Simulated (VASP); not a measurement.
# H4C19 in VASP: notebook

Runs on H4C19. Level: PBE+D3(BJ). Tasks: single point.

Everything below comes from runs of VASP 6.6.1. Logs are shortened: lines on timing, memory, paths and dates and some standing lists are left out, and cuts for length are marked.

### Step 1. The cell of the first run

The cell holds a slab with vacuum, 23 atoms: a = 7.398 Å, b = 7.398 Å, c = 13.000 Å, α = 90.00°, β = 90.00°, γ = 120.00°.

### Step 2. Single point, PBE+D3(BJ)

INCAR reads:

```
PREC = Accurate
ENCUT = 520
EDIFF = 1E-6
ISMEAR = 0
SIGMA = 0.02
LREAL = Auto
LASPH = T
NELM = 60
ALGO = Normal
ISIF = 2
LWAVE = F
LCHARG = F
GGA = PE
IVDW = 12
NBANDS = 57
```

KPOINTS reads:

```
Automatic mesh
0
Gamma
  2 2 1
```

POSCAR reads:

```
H4C19
1.0
    7.3980000000      0.0000000000      0.0000000000
   -3.6990000000      6.4068560000      0.0000000000
    0.0000000000      0.0000000000     13.0000000000
C H
19 4
Direct
   -0.0013832907     -0.0002978060      0.0563022308
    0.2231057391      0.1119408646      0.0565052308
   -0.0002794834      0.3353980486      0.0564239231
    0.2221752691      0.4466084457      0.0564177692
    0.0010315120      0.6677104964      0.0564081538
    0.2208602713      0.7776343030      0.0564095385
    0.3330357437      0.0020409386      0.0564213077
    0.5554797967      0.1132510236      0.0562956923
    0.3343468150      0.3343757063      0.0564436923
    0.5541612430      0.4442913966      0.0562645385
    0.3321556473      0.6664621462      0.0562074615
    0.5565395751      0.7786563332      0.0556763846
    0.6677056313      0.0010084509      0.0558907692
    0.8874231583      0.1108860571      0.0561718462
    0.6653433824      0.3330511877      0.0563804615
    0.8898608588      0.4453129585      0.0564001538
    0.6664018542      0.6688007347      0.0558140769
    0.8887243456      0.7799385533      0.0561477692
    0.6694072387      0.8244316713      0.3193027692
    0.8124003673      0.9491686718      0.2844819231
    0.5365826238      0.8413928766      0.2956390000
    0.6446076009      0.6729456695      0.2932198462
    0.6836364867      0.8339650524      0.4032374615
```

Potentials or basis: VASP PAW PBE potentials, release 64 (C, H).

Command:

```bash
cat potpaw_PBE.64/C/POTCAR potpaw_PBE.64/H/POTCAR > POTCAR
mpirun -np 1 vasp_std > vasp.out
```

OUTCAR:

```text
PREC = Accurate
   ENCUT = 520
   EDIFF = 1E-6
   ISMEAR = 0
   LREAL = Auto
   LASPH = T
   NELM = 60
   ISIF = 2
   GGA = PE
   IVDW = 12
 IVDW          = 12

 ion  position               nearest neighbor table
   1  0.999  1.000  0.056-  18 1.41  14 1.42   2 1.44
   2  0.223  0.112  0.057-   7 1.41   9 1.43   1 1.44
   3  1.000  0.335  0.056-  16 1.41   4 1.43  14 1.44
   4  0.222  0.447  0.056-  11 1.41   3 1.43   9 1.44
   5  0.001  0.668  0.056-   6 1.41  16 1.42  18 1.44
   6  0.221  0.778  0.056-   5 1.41  11 1.43   7 1.44
[... 10 lines left out ...]
  17  0.666  0.669  0.056-  12 1.41  18 1.42  10 1.44
  18  0.889  0.780  0.056-   1 1.41  17 1.42   5 1.44
  19  0.669  0.824  0.319-  22 1.09  23 1.10  21 1.10  20 1.10
  20  0.812  0.949  0.284-  19 1.10
  21  0.537  0.841  0.296-  19 1.10
  22  0.645  0.673  0.293-  19 1.09
  23  0.684  0.834  0.403-  19 1.10

  LATTYP: Found a hexagonal cell.
 ALAT       =     7.3980000000
 C/A-ratio  =     1.7572316842

  Lattice vectors:

 A1 = (   7.3980000000,   0.0000000000,   0.0000000000)
 A2 = (  -3.6990000000,   6.4068560000,   0.0000000000)
 A3 = (   0.0000000000,   0.0000000000,  13.0000000000)

Analysis of symmetry for initial positions (statically):
=====================================================================
 Subroutine PRICEL returns:
 Original cell was already a primitive cell.

 Routine SETGRP: Setting up the symmetry group for a
 hexagonal supercell.

 Subroutine GETGRP returns: Found  1 space group operations
 (whereof  1 operations were pure point group operations)
 out of a pool of 24 trial point group operations.

The static configuration has the point symmetry C_1 .

Analysis of symmetry for dynamics (positions and initial velocities):
=====================================================================
 Subroutine PRICEL returns:
 Original cell was already a primitive cell.

 Routine SETGRP: Setting up the symmetry group for a
 hexagonal supercell.

 Subroutine GETGRP returns: Found  1 space group operations
 (whereof  1 operations were pure point group operations)
 out of a pool of 24 trial point group operations.

The dynamic configuration has the point symmetry C_1 .

 Subroutine INISYM returns: Found  1 space group operations
 (whereof  1 operations are pure point group operations),
 and found     1 'primitive' translations

----------------------------------------------------------------------------------------

                                     Primitive cell

  volume of cell :     616.1730

  direct lattice vectors                    reciprocal lattice vectors
     7.398000000  0.000000000  0.000000000     0.135171668  0.078041398  0.000000000
    -3.699000000  6.406856000  0.000000000     0.000000000  0.156082796  0.000000000
     0.000000000  0.000000000 13.000000000     0.000000000  0.000000000  0.076923077

  length of vectors
     7.398000000  7.398000054 13.000000000     0.156082797  0.156082796  0.076923077

  position of ions in fractional coordinates (direct lattice)
     0.998616709  0.999702194  0.056302231
     0.223105739  0.111940865  0.056505231
     0.999720517  0.335398049  0.056423923
     0.222175269  0.446608446  0.056417769
     0.001031512  0.667710496  0.056408154
     0.220860271  0.777634303  0.056409538
[... 15 lines left out ...]
     0.644607601  0.672945670  0.293219846
     0.683636487  0.833965052  0.403237461

  ion indices of the primitive-cell ions
   primitive index   ion index
                 1           1
                 2           2
                 3           3
                 4           4
                 5           5
                 6           6
[... 15 lines left out ...]
                22          22
                23          23

----------------------------------------------------------------------------------------

 KPOINTS: Automatic mesh

Automatic generation of k-mesh.
 Grid dimensions read from file:
 generate k-points for:    2    2    1

 Generating k-lattice:

  Cartesian coordinates                     Fractional coordinates (reciprocal lattice)
     0.067585834  0.039020699  0.000000000     0.500000000 -0.000000000  0.000000000
     0.000000000  0.078041398  0.000000000     0.000000000  0.500000000  0.000000000
     0.000000000  0.000000000  0.076923077     0.000000000  0.000000000  1.000000000

  Length of vectors
     0.078041399  0.078041398  0.076923077

  Shift w.r.t. Gamma in fractional coordinates (k-lattice)
     0.000000000  0.000000000  0.000000000

 Subroutine IBZKPT returns following result:
 ===========================================

 Found      4 irreducible k-points:

 Following reciprocal coordinates:
            Coordinates               Weight
  0.000000  0.000000  0.000000      1.000000
  0.500000  0.000000  0.000000      1.000000
  0.000000  0.500000  0.000000      1.000000
  0.500000  0.500000  0.000000      1.000000
[... 30 lines left out ...]
   NUPDOWN=      -1.0000    fix difference up-down
   EMIN   =  10.00;   EMAX   =-10.00  energy-range for DOS
   EFERMI =   0.00;   METHOD = LEGACY
   ISMEAR =     0;   SIGMA  =   0.02  broadening in eV -4-tet -1-fermi 0-gaus
   EFERMI_NEDOS =   21; number of points for ismear=-14 and -15
   IALGO  =     38    algorithm
   IMIX   =      4    mixing-type and parameters
     AMIX     =   0.40;   BMIX     =  1.00
     AMIX_MAG =   1.60;   BMIX_MAG =  1.00
  volume/ion in A,a.u.               =      26.79       180.79
  Fermi-wavevector in a.u.,A,eV,Ry     =   0.828967  1.566521  9.349739  0.687186
  Thomas-Fermi vector in A             =   1.941434
   LORBIT       =      0    0 simple, 1 ext, 2 COOP (PROOUT), +10 PAW based schemes
   GGA     = PE    functional components
   LHFCALC =     F    Hartree Fock is set to
   AEXX    =    0.0000 exact exchange contribution
   IVDW    =    12    specifies the selected vdW correction
   LEPSILON=     F    determine dielectric tensor
   LRPA    =     F    only Hartree local field effects (RPA)
 non-spin polarized calculation
 Gauss-broadening in eV      SIGMA  =   0.02
  energy-cutoff  :      520.00
  volume of cell :      616.17
 maximum number of plane-waves:     16651
 NGX is ok and might be reduce to    56
   NGX = 27   NGY = 27   NGZ = 49

 number of electron      79.9999999 magnetization

 Free energy of the ion-electron system (eV)
  ---------------------------------------------------
  ext. energy  EPLUGINS =         0.00000000
  ---------------------------------------------------
  free energy    TOTEN  =      -189.64342976 eV

  energy without entropy =     -189.64342976  energy(sigma->0) =     -189.64342976

 E-fermi :  -1.7240     XC(G=0):  -3.9571

 val. band max:       -1.8390073912   @ k =   0.0000   0.0000   0.0000
 cond. band min:      -1.6218800012   @ k =   0.0000   0.0000   0.0000
 fundamental gap:      0.2171273901
 Fermi energy:        -1.7240247202

 k-point     1 :       0.0000    0.0000    0.0000
  band No.  band energies     occupation
      1     -21.2527      2.00000
      2     -18.7402      2.00000
      3     -18.7366      2.00000
      4     -18.6729      2.00000
      5     -18.6724      2.00000
      6     -18.5932      2.00000
[... 44 lines left out ...]
     51       3.2707      0.00000
     52       4.2741      0.00000

 k-point     2 :       0.5000    0.0000    0.0000
  band No.  band energies     occupation
      1     -20.5987      2.00000
      2     -20.5986      2.00000
      3     -19.3489      2.00000
      4     -19.2630      2.00000
      5     -16.8587      2.00000
      6     -16.8573      2.00000
[... 44 lines left out ...]
     51       3.6904      0.00000
     52       4.0340      0.00000

 k-point     3 :       0.0000    0.5000    0.0000
  band No.  band energies     occupation
      1     -20.5995      2.00000
      2     -20.5978      2.00000
      3     -19.3494      2.00000
      4     -19.2625      2.00000
      5     -16.8598      2.00000
      6     -16.8572      2.00000
[... 44 lines left out ...]
     51       3.6969      0.00000
     52       4.0336      0.00000

 k-point     4 :       0.5000    0.5000    0.0000
  band No.  band energies     occupation
      1     -20.5993      2.00000
      2     -20.5980      2.00000
      3     -19.3489      2.00000
      4     -19.2630      2.00000
      5     -16.8596      2.00000
      6     -16.8563      2.00000
[... 44 lines left out ...]
     51       3.7060      0.00000
     52       4.0301      0.00000
 [bands above 52 left out]

------------------------ aborting loop because EDIFF is reached ----------------------------------------

 Edisp (eV)   -1.78395

 E8    (eV) :    -0.5401

  FORCE on cell =-STRESS in cart. coord.  units (eV):
  Direction    XX          YY          ZZ          XY          YZ          ZX
  --------------------------------------------------------------------------------------
  -------------------------------------------------------------------------------------
  Total       1.09753     1.10197    -0.13884    -0.00940    -0.01325    -0.00308
  in kB       2.85380     2.86536    -0.36101    -0.02444    -0.03446    -0.00800
  external pressure =        1.79 kB  Pullay stress =        0.00 kB

 VOLUME and BASIS-vectors are now :
 -----------------------------------------------------------------------------
  energy-cutoff  :      520.00
  volume of cell :      616.17
      direct lattice vectors                 reciprocal lattice vectors
     7.398000000  0.000000000  0.000000000     0.135171668  0.078041398  0.000000000
    -3.699000000  6.406856000  0.000000000     0.000000000  0.156082796  0.000000000
     0.000000000  0.000000000 13.000000000     0.000000000  0.000000000  0.076923077

 POSITION                                       TOTAL-FORCE (eV/Angst)
 -----------------------------------------------------------------------------------
      3.68987      6.40495      0.73193         0.014480      0.017300     -0.002906
      1.23647      0.71719      0.73457        -0.004489      0.002490      0.000612
      6.15530      2.14885      0.73351         0.019223     -0.001699      0.001269
     -0.00835      2.86136      0.73343        -0.017632      0.008839      0.001090
     -2.46223      4.27793      0.73331        -0.015183      0.005635      0.000134
     -1.24254      4.98219      0.73332         0.016008     -0.015605     -0.002956
[... 15 lines left out ...]
      2.27958      4.31147      3.81186         0.013085     -0.025640     -0.002951
      1.97271      5.34309      5.24209         0.003861      0.003533      0.018913
 -----------------------------------------------------------------------------------
    total drift:                               -0.002228     -0.012136     -0.001329

  FREE ENERGIE OF THE ION-ELECTRON SYSTEM (eV)
  ---------------------------------------------------
  free  energy   TOTEN  =      -191.4273781631 eV

  energy  without entropy=     -191.4273781631  energy(sigma->0) =     -191.42737816
```

Run time: 3.5 min. Hardware: 1 thread of AMD EPYC 9R45 (Zen 5), shared host; peak memory 0.59 GiB.

Results:

| Item | Value |
| --- | --- |
| Free energy | -191.4274 eV |
| Largest force | 0.029 eV/Å |
| Band gap on the k mesh | 0.22 eV, direct |
| Dispersion energy per atom | -0.078 eV |

Forces on the atoms (eV/Å):
```
C    0.014  0.017 -0.003
C   -0.004  0.002  0.001
C    0.019 -0.002  0.001
C   -0.018  0.009  0.001
C   -0.015  0.006  0.000
C    0.016 -0.016 -0.003
C    0.007  0.002  0.003
C   -0.007 -0.019 -0.003
C    0.005 -0.004  0.001
C    0.005  0.011 -0.002
C   -0.017  0.000 -0.007
C   -0.014  0.003  0.003
C   -0.019 -0.012 -0.001
C    0.011  0.020  0.000
C    0.004  0.016  0.002
C   -0.017  0.003  0.001
C    0.012 -0.026 -0.002
C    0.020 -0.004 -0.002
C   -0.006 -0.010  0.010
H    0.014  0.018 -0.012
H   -0.027  0.007 -0.004
H    0.013 -0.026 -0.003
H    0.004  0.004  0.019
```

Levels at points of the mesh, in eV from the valence-band top:
| k point | band 36 | band 37 | band 38 | band 39 | band 40 | band 41 | band 42 | band 43 | band 44 | band 45 |
| --- | --- | --- | --- | --- | --- | --- | --- | --- | --- | --- |
| (0.00, 0.00, 0.00) | -4.41 | -2.93 | -2.93 | 0.00 | 0.00 | 0.22 | 0.22 | 3.15 | 4.12 | 4.72 |
| (0.50, 0.00, 0.00) | -2.57 | -2.57 | -2.52 | -2.52 | -2.25 | 1.79 | 2.59 | 2.59 | 2.66 | 2.66 |
| (0.00, 0.50, 0.00) | -2.57 | -2.57 | -2.52 | -2.52 | -2.25 | 1.78 | 2.59 | 2.59 | 2.66 | 2.66 |
| (0.50, 0.50, 0.00) | -2.57 | -2.57 | -2.52 | -2.52 | -2.25 | 1.78 | 2.59 | 2.59 | 2.66 | 2.66 |

Caveat: the k points lie up to 0.49 Å⁻¹ apart.

### Step 3. Single point, PBE+D3(BJ)

INCAR reads:

```
ALGO = Normal
EDIFF = 1E-7
ENCUT = 520
GGA = PE
ISIF = 2
ISMEAR = 0
IVDW = 12
LASPH = True
LCHARG = False
LREAL = Auto
LWAVE = False
NBANDS = 57
NELM = 80
PREC = Accurate
SIGMA = 0.02
```

KPOINTS reads:

```
k-points
0
Gamma
  2 2 1
```

POSCAR reads:

```
H4C19
1.0
    7.3980000000      0.0000000000      0.0000000000
   -3.6990000000      6.4068560000      0.0000000000
    0.0000000000      0.0000000000     13.0000000000
C H
19 4
Direct
   -0.0010585998     -0.0003450991      0.0556307692
    0.2210674709      0.1107067179      0.0557486154
   -0.0022978959      0.3340405965      0.0556899231
    0.2223236662      0.4463821256      0.0557049231
    0.0000405857      0.6686702495      0.0557296154
    0.2200024357      0.7786326086      0.0556802308
    0.3310591439      0.0007335891      0.0556940769
    0.5556674157      0.1130139338      0.0555640769
    0.3333852153      0.3353343668      0.0557286923
    0.5533405947      0.4453302837      0.0556748462
    0.3323259466      0.6663458645      0.0555414615
    0.5544267096      0.7773992423      0.0552773077
    0.6667059703      0.0019669554      0.0553162308
    0.8866391198      0.1119508539      0.0554923077
    0.6656373318      0.3329889106      0.0556997692
    0.8877313653      0.4440366695      0.0557156154
    0.6643734719      0.6674195580      0.0554375385
    0.8889723460      0.7797048974      0.0556115385
    0.6726192098      0.8804914610      0.3216013846
    0.8199477762      1.0109028516      0.2935733077
    0.5427849628      0.9001268329      0.2952814615
    0.6534560069      0.7337552147      0.2912663077
    0.6741726243      0.8771633076      0.4058020000
```

Potentials or basis: VASP PAW PBE potentials, release 64 (C, H).

Command:

```bash
cat potpaw_PBE.64/C/POTCAR potpaw_PBE.64/H/POTCAR > POTCAR
mpirun -np 1 vasp_std > vasp.out
```

Wall time 3.6 min (1 thread of AMD EPYC 9R45 (Zen 5), shared host); peak memory 0.59 GiB.

It converged, with:

| Item | Value |
| --- | --- |
| Free energy | -191.4262 eV |
| Largest force | 0.021 eV/Å |
| Band gap on the k mesh | 0.21 eV, direct |
| Dispersion energy per atom | -0.077 eV |

Forces in eV/Å, atoms in the order of the input:
```
C    0.012  0.010  0.006
C   -0.014 -0.005  0.004
C   -0.001  0.004  0.002
C    0.006 -0.002  0.003
C   -0.004 -0.003  0.004
C    0.003  0.006  0.004
C    0.001 -0.010  0.000
C    0.008 -0.013  0.001
C   -0.003  0.006  0.005
C    0.006  0.012  0.003
C    0.008  0.007  0.002
C   -0.013 -0.004 -0.012
C   -0.014 -0.005 -0.011
C    0.002  0.000 -0.004
C   -0.002  0.001  0.003
C    0.000  0.004  0.003
C    0.002 -0.007 -0.001
C    0.005  0.003  0.000
C    0.000 -0.010 -0.008
H    0.007  0.011 -0.011
H   -0.013  0.002 -0.007
H    0.003 -0.009 -0.006
H    0.001  0.001  0.021
```

Levels at points of the mesh, in eV from the valence-band top:
| k point | band 38 | band 39 | band 40 | band 41 | band 42 | band 43 |
| --- | --- | --- | --- | --- | --- | --- |
| (0.00, 0.00, 0.00) | -2.93 | 0.00 | 0.00 | 0.21 | 0.21 | 3.14 |
| (0.50, 0.00, 0.00) | -2.52 | -2.52 | -2.25 | 1.78 | 2.59 | 2.59 |
| (0.00, 0.50, 0.00) | -2.53 | -2.52 | -2.25 | 1.78 | 2.59 | 2.59 |
| (0.50, 0.50, 0.00) | -2.52 | -2.52 | -2.25 | 1.78 | 2.59 | 2.59 |

Caveat: the k points lie up to 0.49 Å⁻¹ apart.

### Step 4. Single point, PBE+D3(BJ)

INCAR reads:

```
PREC     = Accurate       # precision mode
ENCUT    = 520            # plane-wave cutoff, eV
EDIFF    = 1E-6           # SCF threshold, eV
ISMEAR   = 0              # smearing method
SIGMA    = 0.02           # smearing width, eV
LREAL    = Auto         
LASPH    = T              # aspherical terms in the spheres
NELM     = 100            # most SCF steps
ALGO     = Normal         # electronic algorithm
ISIF     = 2              # what is computed and relaxed
LWAVE    = F              # write WAVECAR
LCHARG   = F              # write CHGCAR
GGA      = PE             # functional
IVDW     = 12             # dispersion correction
NBANDS   = 57             # bands
```

KPOINTS reads:

```
regular mesh
0
Gamma
  2 2 1
```

POSCAR reads:

```
H4C19
1.0
    7.3980000000      0.0000000000      0.0000000000
   -3.6990000000      6.4068560000      0.0000000000
    0.0000000000      0.0000000000     13.0000000000
C H
19 4
Direct
   -0.0010544891     -0.0005601812      0.0558978462
    0.2205400723      0.1102139645      0.0560482308
   -0.0026836232      0.3333956624      0.0559607692
    0.2221870986      0.4458689254      0.0560136154
   -0.0003614456      0.6684044405      0.0560969231
    0.2199151609      0.7785324034      0.0559942308
    0.3306947807      0.0000938058      0.0559683077
    0.5555374113      0.1124927734      0.0557423077
    0.3329776211      0.3350682456      0.0560360000
    0.5532350448      0.4452135338      0.0560366154
    0.3323456607      0.6661346845      0.0558433077
    0.5539041637      0.7769264675      0.0555256154
    0.6663033763      0.0017119161      0.0554142308
    0.8865215453      0.1118351965      0.0556403846
    0.6656529638      0.3327611858      0.0560074615
    0.8872030246      0.4435409505      0.0560646923
    0.6639962301      0.6667913248      0.0558041538
    0.8888343265      0.7792023108      0.0559645385
    0.6735297922      0.9373731827      0.3205806923
    0.8211094553      1.0693859828      0.2939247692
    0.5437579746      0.9565754248      0.2937468462
    0.6565823396      0.7921425111      0.2893886923
    0.6725941947      0.9314243991      0.4047618462
```

Command:

```bash
cat potpaw_PBE.64/C/POTCAR potpaw_PBE.64/H/POTCAR > POTCAR
mpirun -np 1 vasp_std > vasp.out
```

It took 3.9 min on 1 thread of AMD EPYC 9R45 (Zen 5), shared host; peak memory 0.59 GiB.

It converged, with:

```
Free energy                : -191.4271 eV
Largest force              : 0.022 eV/Å
Band gap on the k mesh     : 0.22 eV, direct
Dispersion energy per atom : -0.077 eV
```

Forces in eV/Å, atoms in the order of the input:
```
C    0.007  0.016  0.003
C   -0.014  0.007  0.000
C    0.011  0.010  0.000
C   -0.003 -0.011  0.002
C   -0.001 -0.004  0.003
C    0.005  0.002  0.002
C    0.009 -0.001  0.002
C   -0.002 -0.016 -0.001
C   -0.006 -0.005  0.004
C    0.011  0.006 -0.001
C   -0.003  0.006  0.005
C   -0.010  0.004 -0.008
C   -0.015 -0.010 -0.012
C    0.008 -0.003 -0.002
C   -0.010  0.003  0.003
C    0.005  0.016  0.002
C    0.010 -0.012 -0.001
C    0.001 -0.007  0.001
C   -0.003 -0.001  0.002
H    0.009  0.015 -0.009
H   -0.018  0.001 -0.008
H    0.007 -0.015 -0.009
H    0.001 -0.001  0.020
```

Levels at points of the mesh, in eV from the valence-band top:
```tsv
k point	band 37	band 38	band 39	band 40	band 41	band 42	band 43	band 44
(0.00, 0.00, 0.00)	-2.93	-2.93	0.00	0.00	0.22	0.22	3.14	4.12
(0.50, 0.00, 0.00)	-2.57	-2.52	-2.52	-2.25	1.78	2.59	2.59	2.66
(0.00, 0.50, 0.00)	-2.57	-2.52	-2.52	-2.25	1.78	2.59	2.59	2.66
(0.50, 0.50, 0.00)	-2.57	-2.52	-2.52	-2.25	1.79	2.59	2.59	2.66
```

Caveat: the k points lie up to 0.49 Å⁻¹ apart.
